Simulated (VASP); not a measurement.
# Al2Ru (Fddd) in VASP: relaxation of cell and atoms with PBEsol

Aim: the relaxation of cell and atoms of Al2Ru with PBEsol.

All numbers are computed with VASP 6.6.1; they aren't measurements. Logs are shortened: lines on timing, memory, paths and dates and some standing lists are left out, and cuts for length are marked.

**1. The cell of the first run**

Symmetry: Fddd, No. 70, orthorhombic system. Conventional cell: a = 4.705 Å, b = 7.980 Å, c = 8.783 Å, α = 90.00°, β = 90.00°, γ = 90.00°. Al (site symmetry 2) has 5 Ru at 2.57 to 2.72 Å and 9 Al at 2.60 to 3.19 Å within 3.4 Å. Ru (site symmetry 222) has 10 Al at 2.57 to 2.72 Å and 4 Ru at 3.19 Å within 3.4 Å.

**2. Relaxation of cell and atoms, PBEsol**

Input file INCAR:

```
SYSTEM = Al2Ru
  PREC = Accurate
  ENCUT = 600
  EDIFF = 1E-6
  ISMEAR = 0
  SIGMA = 0.01
  LREAL = .False.
  LASPH = .True.
  NELM = 100
  ALGO = Normal
  ISIF = 3
  LWAVE = .False.
  LCHARG = .False.
  GGA = PS
  IBRION = 2
  NSW = 100
  EDIFFG = -0.005
```

Input file KPOINTS:

```
Automatic mesh
0
Gamma
  10 10 10
  0 0 0
```

Input file POSCAR:

```
Al2Ru
1.0
    0.0000000000      3.9898374997      4.3915250777
    2.3524746913      0.0000000000      4.3915250777
    2.3524746913      3.9898374997      0.0000000000
Al Ru
4 2
Direct
    0.0790610300      0.4209389700      0.0790610300
    0.4209389700      0.0790610300      0.4209389700
    0.1709389700      0.8290610300      0.1709389700
    0.8290610300      0.1709389700      0.8290610300
    0.7500000000      0.7500000000      0.7500000000
    0.5000000000      0.5000000000      0.5000000000
```

Potentials or basis: VASP PAW PBE potentials, release 64 (Al, Ru_pv).

Run with:

```console
cat potpaw_PBE.64/Al/POTCAR potpaw_PBE.64/Ru_pv/POTCAR > POTCAR
mpirun -np 1 vasp_std > vasp.out
```

OUTCAR:

```text
SYSTEM = Al2Ru
   PREC = Accurate
   ENCUT = 600
   EDIFF = 1E-6
   ISMEAR = 0
   LREAL = .False.
   LASPH = .True.
   NELM = 100
   ISIF = 3
   GGA = PS
   IBRION = 2
   NSW = 100
   EDIFFG = -0.005

 ion  position               nearest neighbor table
   1  0.079  0.421  0.079-   6 2.57   6 2.57   3 2.60   3 2.60   5 2.63   2 2.67   2 2.67   5 2.72
                             5 2.72   2 2.73   4 3.19   4 3.19   4 3.19   4 3.19
   2  0.421  0.079  0.421-   6 2.57   6 2.57   4 2.60   4 2.60   5 2.63   1 2.67   1 2.67   5 2.72
                             5 2.72   1 2.73   3 3.19   3 3.19   3 3.19   3 3.19
   3  0.171  0.829  0.171-   5 2.57   5 2.57   1 2.60   1 2.60   6 2.63   4 2.67   4 2.67   6 2.72
                             6 2.72   4 2.73   2 3.19   2 3.19   2 3.19   2 3.19
   4  0.829  0.171  0.829-   5 2.57   5 2.57   2 2.60   2 2.60   6 2.63   3 2.67   3 2.67   6 2.72
                             6 2.72   3 2.73   1 3.19   1 3.19   1 3.19   1 3.19
   5  0.750  0.750  0.750-   4 2.57   3 2.57   4 2.57   3 2.57   1 2.63   2 2.63   2 2.72   2 2.72
                             1 2.72   1 2.72   6 3.19   6 3.19   6 3.19   6 3.19
   6  0.500  0.500  0.500-   1 2.57   2 2.57   1 2.57   2 2.57   3 2.63   4 2.63   3 2.72   3 2.72
                             4 2.72   4 2.72   5 3.19   5 3.19   5 3.19   5 3.19

  LATTYP: Found a face centered orthorhombic cell.
 ALAT       =     4.7049493826
 B/A-ratio  =     1.6960171833
 C/A-ratio  =     1.8667682564

  Lattice vectors:

 A1 = (   0.0000000000,   3.9898374997,   4.3915250777)
 A2 = (   2.3524746913,   0.0000000000,   4.3915250777)
 A3 = (   2.3524746913,   3.9898374997,   0.0000000000)

Analysis of symmetry for initial positions (statically):
=====================================================================
 Subroutine PRICEL returns:
 Original cell was already a primitive cell.

 Routine SETGRP: Setting up the symmetry group for a
 face centered orthorhombic supercell.

 Subroutine GETGRP returns: Found  8 space group operations
 (whereof  4 operations were pure point group operations)
 out of a pool of  8 trial point group operations.

The static configuration has the point symmetry D_2 .
 The point group associated with its full space group is D_2h.

Analysis of symmetry for dynamics (positions and initial velocities):
=====================================================================
 Subroutine PRICEL returns:
 Original cell was already a primitive cell.

 Routine SETGRP: Setting up the symmetry group for a
 face centered orthorhombic supercell.

 Subroutine GETGRP returns: Found  8 space group operations
 (whereof  4 operations were pure point group operations)
 out of a pool of  8 trial point group operations.

[... 116 lines left out ...]
   ISYM   =      2    0-nonsym 1-usesym 2-fastsym
   POTIM  = 0.5000    time-step for ionic-motion
   TEBEG  =    0.0;   TEEND  =   0.0 temperature during run
   PSTRESS=    0.0 pullay stress
   NELECT =      40.0000    total number of electrons
   NUPDOWN=      -1.0000    fix difference up-down
   EMIN   =  10.00;   EMAX   =-10.00  energy-range for DOS
   EFERMI =   0.00;   METHOD = LEGACY
   ISMEAR =     0;   SIGMA  =   0.01  broadening in eV -4-tet -1-fermi 0-gaus
   EFERMI_NEDOS =   21; number of points for ismear=-14 and -15
   IALGO  =     38    algorithm
   IMIX   =      4    mixing-type and parameters
     AMIX     =   0.40;   BMIX     =  1.00
     AMIX_MAG =   1.60;   BMIX_MAG =  1.00
  volume/ion in A,a.u.               =      13.74        92.72
  Fermi-wavevector in a.u.,A,eV,Ry     =   1.286430  2.431001 22.516327  1.654903
  Thomas-Fermi vector in A             =   2.418505
   LORBIT       =      0    0 simple, 1 ext, 2 COOP (PROOUT), +10 PAW based schemes
   GGA     = PS    functional components
   LHFCALC =     F    Hartree Fock is set to
   AEXX    =    0.0000 exact exchange contribution
   IVDW    =     0    specifies the selected vdW correction
   LEPSILON=     F    determine dielectric tensor
   LRPA    =     F    only Hartree local field effects (RPA)
 conjugate gradient relaxation of ions
 non-spin polarized calculation
 Gauss-broadening in eV      SIGMA  =   0.01
  energy-cutoff  :      600.00
  volume of cell :       82.44
 maximum number of plane-waves:      2778
   NGX = 23   NGY = 19   NGZ = 19

--------------------------------------- Ionic step        1  -------------------------------------------

 number of electron      39.9999999 magnetization

 Free energy of the ion-electron system (eV)
  ---------------------------------------------------
  ext. energy  EPLUGINS =         0.00000000
  ---------------------------------------------------
  free energy    TOTEN  =       -40.83142854 eV

  energy without entropy =      -40.83142854  energy(sigma->0) =      -40.83142854

------------------------ aborting loop because EDIFF is reached ----------------------------------------

  FORCE on cell =-STRESS in cart. coord.  units (eV):
  Direction    XX          YY          ZZ          XY          YZ          ZX
  --------------------------------------------------------------------------------------
  -------------------------------------------------------------------------------------
  Total       -0.2285547     -0.1538511     -0.3022754      0.0000000      0.0000000      0.0000000
  in kB       -4.4419656     -2.9900999     -5.8747285      0.0000000      0.0000000      0.0000000
  external PRESSURE =      -4.4355980 kB  Pullay stress =       0.0000000 kB
[... 147 lines left out ...]
--------------------------------------- Ionic step        5  -------------------------------------------

 number of electron      39.9999999 magnetization

 Free energy of the ion-electron system (eV)
  ---------------------------------------------------
  ext. energy  EPLUGINS =         0.00000000
  ---------------------------------------------------
  free energy    TOTEN  =       -40.83177191 eV

  energy without entropy =      -40.83177191  energy(sigma->0) =      -40.83177191

 E-fermi :  10.6775     XC(G=0): -12.0185

 val. band max:       10.6341803118   @ k =   0.0000   0.0000   0.0000
 cond. band min:      10.7173299920   @ k =   0.0000   0.3000   0.3000
 fundamental gap:      0.0831496802
 Fermi energy:        10.6774754398

 k-point     1 :       0.0000    0.0000    0.0000
  band No.  band energies     occupation
      1     -32.0451      2.00000
      2     -31.9591      2.00000
      3     -31.9583      2.00000
      4     -31.9061      2.00000
      5     -31.8947      2.00000
      6     -31.8909      2.00000
[... 637 lines left out ...]
     23      13.2428      0.00000
     24      13.5849      0.00000

 [... further k-points ...]
[... 5 lines left out ...]
  --------------------------------------------------------------------------------------
  -------------------------------------------------------------------------------------
  Total        0.0059111     -0.0008038     -0.0025547      0.0000000      0.0000000      0.0000000
  in kB        0.1151583     -0.0156597     -0.0497709      0.0000000      0.0000000      0.0000000
  external PRESSURE =       0.0165759 kB  Pullay stress =       0.0000000 kB
[... 21 lines left out ...]
  FREE ENERGIE OF THE ION-ELECTRON SYSTEM (eV)
  ---------------------------------------------------
  free  energy   TOTEN  =       -40.8317719074 eV

  energy  without entropy=      -40.8317719074  energy(sigma->0) =      -40.83177191

 reached required accuracy - stopping structural energy minimisation
```

OSZICAR:

```text
N       E                     dE             d eps       ncg     rms          rms(c)
DAV:   1     0.326791737279E+03    0.32679E+03   -0.23501E+04  8608   0.177E+03
DAV:   2    -0.291481728202E+02   -0.35594E+03   -0.35119E+03  9008   0.429E+02
DAV:   3    -0.425019022079E+02   -0.13354E+02   -0.12936E+02 10432   0.728E+01
DAV:   4    -0.426520224846E+02   -0.15012E+00   -0.15004E+00  9504   0.846E+00
[... 35 lines left out ...]
DAV:   1    -0.408318011265E+02   -0.41767E-04   -0.92827E-04  8704   0.232E-01    0.358E-02
DAV:   2    -0.408317817075E+02    0.19419E-04   -0.19006E-04  9608   0.974E-02    0.231E-02
DAV:   3    -0.408317737033E+02    0.80042E-05   -0.37791E-05  9504   0.411E-02    0.764E-03
DAV:   4    -0.408317719172E+02    0.17861E-05   -0.59994E-06  9104   0.164E-02    0.220E-03
DAV:   5    -0.408317719074E+02    0.97425E-08   -0.27361E-07  4248   0.466E-03
   5 F= -.40831772E+02 E0= -.40831772E+02  d E =-.126581E-04
```

It took 8.8 min on 1 thread of Intel Xeon 6975P-C (Granite Rapids), shared host; peak memory 0.52 GiB.

Results:

```yaml
Free_energy: -40.8318 eV
Relaxed_volume: 13.71 Å³/atom
Relaxed_cell: a = 5.928 Å, b = 4.976 Å, c = 4.629 Å, α = 76.12°, β = 54.58°, γ = 49.30°
Space_group_after_relaxing_to_0.05_Å: Fddd (No. 70)
Energy_gained_by_relaxing: 0.1 meV/atom
Ionic_steps: 5
Pressure_after_relaxing: 0.0 GPa
Largest_force_after_relaxing: 0.005 eV/Å
Band_gap_on_the_k_mesh: 0.08 eV, indirect (least direct gap 1.23 eV)
```

Forces on the atoms (eV/Å):
```
Al   0.000 -0.005  0.000
Al   0.000  0.005  0.000
Al   0.000  0.005  0.000
Al   0.000 -0.005  0.000
Ru   0.000  0.000  0.000
Ru   0.000  0.000  0.000
```

Step by step:
```
step  energy change (eV)  largest force (eV/Å)  pressure (GPa)  volume (Å³)
   1              0.0000                0.0147           -0.44        82.44
   2              0.0001                0.0004            0.57        81.98
   3             -0.0003                0.0078            0.02        82.23
   4             -0.0003                0.0079            0.01        82.23
   5             -0.0003                0.0046            0.00        82.24
```

Final structure:
```
Al Ru
1.0
     0.00000    3.98813    4.38602
     2.35077    0.00000    4.38602
     2.35077    3.98813    0.00000
Al Ru
4 2
Direct
  0.07898 0.42102 0.07898
  0.42102 0.07898 0.42102
  0.17102 0.82898 0.17102
  0.82898 0.17102 0.82898
  0.75000 0.75000 0.75000
  0.50000 0.50000 0.50000
```

Caveat: the PAW data sets were made with another functional, which shifts forces and pressure a little.
